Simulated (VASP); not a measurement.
# SiBN2 (P-4m2) in VASP: single point with PBE

Aim: the single point of SiBN2 with PBE.

Program: VASP 6.6.1. These are calculated values, not measurements. Logs are shortened: lines on timing, memory, paths and dates and some standing lists are left out, and cuts for length are marked.

## (1) The cell of the first run

Symmetry: P-4m2, No. 115, tetragonal system. The conventional cell has a = 2.786 Å, b = 2.786 Å, c = 3.993 Å, α = 90.00°, β = 90.00°, γ = 90.00°. Si (site symmetry -4m2) has 4 N at 1.80 Å within 2.4 Å. Within 2.2 Å of B (site symmetry -4m2) lie 4 N at 1.64 Å. N (site symmetry 2mm) has 2 B at 1.64 Å and 2 Si at 1.80 Å within 2.2 Å.

## (2) Single point, PBE

Contents of INCAR:

```
SYSTEM = SiBN2
  PREC = Accurate
  ENCUT = 600
  EDIFF = 1E-6
  ISMEAR = 0
  SIGMA = 0.2
  LREAL = .False.
  LASPH = .True.
  NELM = 120
  ALGO = Normal
  ISIF = 2
  LWAVE = .False.
  LCHARG = .False.
  GGA = PE
  NBANDS = 16
  GGA_COMPAT = .False.
```

Contents of KPOINTS:

```
Automatic mesh
0
Gamma
  7 7 5
  0 0 0
```

Contents of POSCAR:

```
SiBN2
1.0
    2.7864880852      0.0000000000      0.0000000000
    0.0000000000      2.7864880852      0.0000000000
    0.0000000000      0.0000000000      3.9933088420
Si B N
1 1 2
Direct
    0.0000000000      0.0000000000      0.0000000000
    0.5000000000      0.5000000000      0.5000000000
    0.5000000000      0.0000000000      0.7158651851
    0.0000000000      0.5000000000      0.2841348149
```

Potentials or basis: VASP PAW PBE potentials, release 64 (Si, B, N).

On the command line:

```sh
$ cat potpaw_PBE.64/Si/POTCAR potpaw_PBE.64/B/POTCAR potpaw_PBE.64/N/POTCAR > POTCAR
$ mpirun -np 1 vasp_std > vasp.out
```

OUTCAR:

```text
SYSTEM = SiBN2
   PREC = Accurate
   ENCUT = 600
   EDIFF = 1E-6
   ISMEAR = 0
   LREAL = .False.
   LASPH = .True.
   NELM = 120
   ISIF = 2
   GGA = PE

 ion  position               nearest neighbor table
   1  0.000  0.000  0.000-   3 1.80   4 1.80   4 1.80   3 1.80
   2  0.500  0.500  0.500-   3 1.64   4 1.64   3 1.64   4 1.64
   3  0.500  0.000  0.716-   2 1.64   2 1.64   1 1.80   1 1.80
   4  0.000  0.500  0.284-   2 1.64   2 1.64   1 1.80   1 1.80

  LATTYP: Found a simple tetragonal cell.
 ALAT       =     2.7864880852
 C/A-ratio  =     1.4330974043

  Lattice vectors:

 A1 = (   2.7864880852,   0.0000000000,   0.0000000000)
 A2 = (   0.0000000000,   2.7864880852,   0.0000000000)
 A3 = (   0.0000000000,   0.0000000000,   3.9933088420)

Analysis of symmetry for initial positions (statically):
=====================================================================
 Subroutine PRICEL returns:
 Original cell was already a primitive cell.

 Routine SETGRP: Setting up the symmetry group for a
 simple tetragonal supercell.

 Subroutine GETGRP returns: Found  8 space group operations
 (whereof  8 operations were pure point group operations)
 out of a pool of 16 trial point group operations.

The static configuration has the point symmetry D_2d.

Analysis of symmetry for dynamics (positions and initial velocities):
=====================================================================
 Subroutine PRICEL returns:
 Original cell was already a primitive cell.

 Routine SETGRP: Setting up the symmetry group for a
 simple tetragonal supercell.

 Subroutine GETGRP returns: Found  8 space group operations
 (whereof  8 operations were pure point group operations)
 out of a pool of 16 trial point group operations.

The dynamic configuration has the point symmetry D_2d.

 Subroutine INISYM returns: Found  8 space group operations
 (whereof  8 operations are pure point group operations),
 and found     1 'primitive' translations

----------------------------------------------------------------------------------------

                                     Primitive cell

  volume of cell :      31.0061

  direct lattice vectors                    reciprocal lattice vectors
     2.786488085  0.000000000  0.000000000     0.358874673  0.000000000  0.000000000
     0.000000000  2.786488085  0.000000000     0.000000000  0.358874673  0.000000000
     0.000000000  0.000000000  3.993308842     0.000000000  0.000000000  0.250418898

  length of vectors
     2.786488085  2.786488085  3.993308842     0.358874673  0.358874673  0.250418898

  position of ions in fractional coordinates (direct lattice)
     0.000000000  0.000000000  0.000000000
     0.500000000  0.500000000  0.500000000
     0.500000000  0.000000000  0.715865185
     0.000000000  0.500000000  0.284134815

  ion indices of the primitive-cell ions
   primitive index   ion index
                 1           1
                 2           2
                 3           3
                 4           4

----------------------------------------------------------------------------------------

 KPOINTS: Automatic mesh

Automatic generation of k-mesh.
 Grid dimensions read from file:
 generate k-points for:    7    7    5

 Generating k-lattice:

  Cartesian coordinates                     Fractional coordinates (reciprocal lattice)
     0.051267810  0.000000000  0.000000000     0.142857143  0.000000000  0.000000000
     0.000000000  0.051267810  0.000000000     0.000000000  0.142857143  0.000000000
     0.000000000  0.000000000  0.050083780     0.000000000  0.000000000  0.200000000

  Length of vectors
     0.051267810  0.051267810  0.050083780

  Shift w.r.t. Gamma in fractional coordinates (k-lattice)
     0.000000000  0.000000000  0.000000000

 Subroutine IBZKPT returns following result:
 ===========================================

 Found     30 irreducible k-points:

 Following reciprocal coordinates:
            Coordinates               Weight
  0.000000  0.000000  0.000000      1.000000
  0.142857  0.000000  0.000000      4.000000
  0.285714  0.000000  0.000000      4.000000
  0.428571  0.000000  0.000000      4.000000
  0.142857  0.142857  0.000000      4.000000
  0.285714  0.142857  0.000000      8.000000
[... 16 lines left out ...]
  0.285714  0.000000  0.400000      8.000000
  0.428571  0.000000  0.400000      8.000000
 [... further k-points ...]
   k-points           NKPTS =     30   k-points in BZ     NKDIM =     30   number of bands    NBANDS=     16
   number of dos      NEDOS =    301   number of ions     NIONS =      4
   total plane-waves  NPLWV =  18432
   dimension x,y,z NGX =    24 NGY =   24 NGZ =   32
   dimension x,y,z NGXF=    48 NGYF=   48 NGZF=   64
   ions per type =               1   1   2
   NGX,Y,Z   is equivalent  to a cutoff of  14.32, 14.32, 13.32 a.u.
   NGXF,Y,Z  is equivalent  to a cutoff of  28.64, 28.64, 26.64 a.u.
 SYSTEM =  SiBN2
   PREC   = accura    normal or accurate (medium, high low for compatibility)
   ISTART =      0    job   : 0-new  1-cont  2-samecut
   ICHARG =      2    charge: 1-file 2-atom 10-const
   ISPIN  =      1    spin polarized calculation?
   LNONCOLLINEAR =      F non collinear calculations
   LSORBIT =      F    spin-orbit coupling
   LASPH  =      T    aspherical Exc in radial PAW
   ENCUT  =  600.0 eV  44.10 Ry    6.64 a.u.   5.57  5.57  7.98*2*pi/ulx,y,z
   NELM   =    120;   NELMIN=  2; NELMDL= -5     # of ELM steps
   EDIFF  = 0.1E-05   stopping-criterion for ELM
   LREAL  =      F    real-space projection
   EDIFFG = 0.1E-04   stopping-criterion for IOM
   NSW    =      0    number of steps for IOM
   IBRION =     -1    ionic relax: 0-MD 1-quasi-New 2-CG
   NFREE  =      0    steps in history (QN), initial steepest desc. (CG)
   ISIF   =      2    stress and relaxation
   ISYM   =      2    0-nonsym 1-usesym 2-fastsym
   POTIM  = 0.5000    time-step for ionic-motion
   TEBEG  =    0.0;   TEEND  =   0.0 temperature during run
   PSTRESS=    0.0 pullay stress
   NELECT =      17.0000    total number of electrons
   NUPDOWN=      -1.0000    fix difference up-down
   EMIN   =  10.00;   EMAX   =-10.00  energy-range for DOS
   EFERMI =   0.00;   METHOD = LEGACY
   ISMEAR =     0;   SIGMA  =   0.20  broadening in eV -4-tet -1-fermi 0-gaus
   EFERMI_NEDOS =   21; number of points for ismear=-14 and -15
   IALGO  =     38    algorithm
   IMIX   =      4    mixing-type and parameters
     AMIX     =   0.40;   BMIX     =  1.00
     AMIX_MAG =   1.60;   BMIX_MAG =  1.00
  volume/ion in A,a.u.               =       7.75        52.31
  Fermi-wavevector in a.u.,A,eV,Ry     =   1.339909  2.532061 24.427311  1.795357
  Thomas-Fermi vector in A             =   2.468264
   LORBIT       =      0    0 simple, 1 ext, 2 COOP (PROOUT), +10 PAW based schemes
   GGA     = PE    functional components
   LHFCALC =     F    Hartree Fock is set to
   AEXX    =    0.0000 exact exchange contribution
   IVDW    =     0    specifies the selected vdW correction
   LEPSILON=     F    determine dielectric tensor
   LRPA    =     F    only Hartree local field effects (RPA)
 non-spin polarized calculation
 Gauss-broadening in eV      SIGMA  =   0.20
  energy-cutoff  :      600.00
  volume of cell :       31.01
 maximum number of plane-waves:      1055
 NGX is ok and might be reduce to    24
   NGX = 11   NGY = 11   NGZ = 15

 number of electron      17.0000003 magnetization

 Free energy of the ion-electron system (eV)
  ---------------------------------------------------
  ext. energy  EPLUGINS =         0.00000000
  ---------------------------------------------------
  free energy    TOTEN  =       -29.96983671 eV

  energy without entropy =      -29.95919961  energy(sigma->0) =      -29.96451816

 E-fermi :  12.8984     XC(G=0): -12.2758

 val. band max:       12.6825763669   @ k =   0.0000   0.0000   0.0000
 cond. band min:      12.9356757039   @ k =   0.1429   0.0000   0.4000
 fundamental gap:      0.2530993371
 Fermi energy:        12.8983502077

 k-point     1 :       0.0000    0.0000    0.0000
  band No.  band energies     occupation
      1     -10.9035      2.00000
      2      -6.6080      2.00000
      3      -0.6838      2.00000
      4       3.3482      2.00000
      5       3.3482      2.00000
      6       6.8248      2.00000
[... 8 lines left out ...]
     15      22.4149      0.00000
     16      23.3408      0.00000

 k-point     2 :       0.1429    0.0000    0.0000
  band No.  band energies     occupation
      1     -10.6283      2.00000
      2      -6.5641      2.00000
      3      -0.4324      2.00000
      4       2.2168      2.00000
      5       3.5545      2.00000
      6       5.6282      2.00000
[... 8 lines left out ...]
     15      22.3454      0.00000
     16      22.7371      0.00000

 k-point     3 :       0.2857    0.0000    0.0000
  band No.  band energies     occupation
      1      -9.8348      2.00000
      2      -6.6603      2.00000
      3       0.0775      2.00000
      4       0.8768      2.00000
      5       3.3597      2.00000
      6       4.1199      2.00000
[... 8 lines left out ...]
     15      21.3614      0.00000
     16      21.6462      0.00000

 k-point     4 :       0.4286    0.0000    0.0000
  band No.  band energies     occupation
      1      -8.6485      2.00000
      2      -7.3916      2.00000
      3       0.0562      2.00000
      4       1.3098      2.00000
      5       1.8129      2.00000
      6       3.4601      2.00000
[... 8 lines left out ...]
     15      20.2711      0.00000
     16      20.8814      0.00000
[... 324 lines left out ...]
 k-point    22 :       0.1429    0.0000    0.4000
  band No.  band energies     occupation
      1      -9.6378      2.00000
      2      -8.4260      2.00000
      3       1.2725      2.00000
      4       2.6592      2.00000
      5       4.0903      2.00000
      6       4.2814      2.00000
[... 8 lines left out ...]
     15      19.7912      0.00000
     16      20.9269      0.00000

 k-point    23 :       0.2857    0.0000    0.4000
  band No.  band energies     occupation
      1      -8.9478      2.00000
      2      -7.9157      2.00000
      3      -0.4964      2.00000
      4       0.6945      2.00000
      5       4.4516      2.00000
      6       4.5378      2.00000
[... 8 lines left out ...]
     15      19.6905      0.00000
     16      20.0329      0.00000

 k-point    24 :       0.4286    0.0000    0.4000
  band No.  band energies     occupation
      1      -8.0569      2.00000
      2      -7.5807      2.00000
      3      -1.6353      2.00000
      4      -1.1015      2.00000
      5       5.0008      2.00000
      6       5.0619      2.00000
[... 8 lines left out ...]
     15      19.9724      0.00000
     16      20.3877      0.00000

 [... further k-points ...]

------------------------ aborting loop because EDIFF is reached ----------------------------------------

  FORCE on cell =-STRESS in cart. coord.  units (eV):
  Direction    XX          YY          ZZ          XY          YZ          ZX
  --------------------------------------------------------------------------------------
  -------------------------------------------------------------------------------------
  Total       -0.0493400     -0.0493400     -0.0840342      0.0000000      0.0000000      0.0000000
  in kB       -2.5495458     -2.5495458     -4.3422948      0.0000000      0.0000000      0.0000000
  external PRESSURE =      -3.1471288 kB  Pullay stress =       0.0000000 kB

 VOLUME and BASIS-vectors are now :
 -----------------------------------------------------------------------------
  energy-cutoff  :      600.00
  volume of cell :       31.01
      direct lattice vectors                 reciprocal lattice vectors
     2.786488085  0.000000000  0.000000000     0.358874673  0.000000000  0.000000000
     0.000000000  2.786488085  0.000000000     0.000000000  0.358874673  0.000000000
     0.000000000  0.000000000  3.993308842     0.000000000  0.000000000  0.250418898

 POSITION                                       TOTAL-FORCE (eV/Angst)
 -----------------------------------------------------------------------------------
      0.00000      0.00000      0.00000         0.000000     -0.000000      0.000000
      1.39324      1.39324      1.99665         0.000000      0.000000      0.000000
      1.39324      0.00000      2.85867        -0.000000     -0.000000      0.003588
      0.00000      1.39324      1.13464         0.000000     -0.000000     -0.003588
 -----------------------------------------------------------------------------------
    total drift:                                0.000000      0.000000     -0.000000

  FREE ENERGIE OF THE ION-ELECTRON SYSTEM (eV)
  ---------------------------------------------------
  free  energy   TOTEN  =       -29.9698367095 eV

  energy  without entropy=      -29.9591996057  energy(sigma->0) =      -29.96451816
```

Wall time 17 s (1 thread of Intel Xeon 8259CL, shared host); peak memory 0.15 GiB.

What came out:

* Free energy: -29.9698 eV
* Pressure: -0.3 GPa
* Largest force: 0.004 eV/Å
* Band gap on the k mesh: zero (an odd number of electrons rules out a gap without spin polarisation)

Forces on the atoms (eV/Å):
```
Si   0.000  0.000  0.000
B    0.000  0.000  0.000
N    0.000  0.000  0.004
N    0.000  0.000 -0.004
```

Stress tensor (GPa, compression positive):
```
-0.25  0.00  0.00
 0.00 -0.25  0.00
 0.00  0.00 -0.43
```

Levels at points of the mesh, in eV from the Fermi level:
| k point | band 6 | band 7 | band 8 | band 9 | band 10 | band 11 |
| --- | --- | --- | --- | --- | --- | --- |
| (0.00, 0.00, 0.00) | -6.07 | -6.01 | -6.01 | -2.70 | -0.22 | 1.95 |

The gap in the log of VASP goes by the Fermi energy; the results here count the filled bands.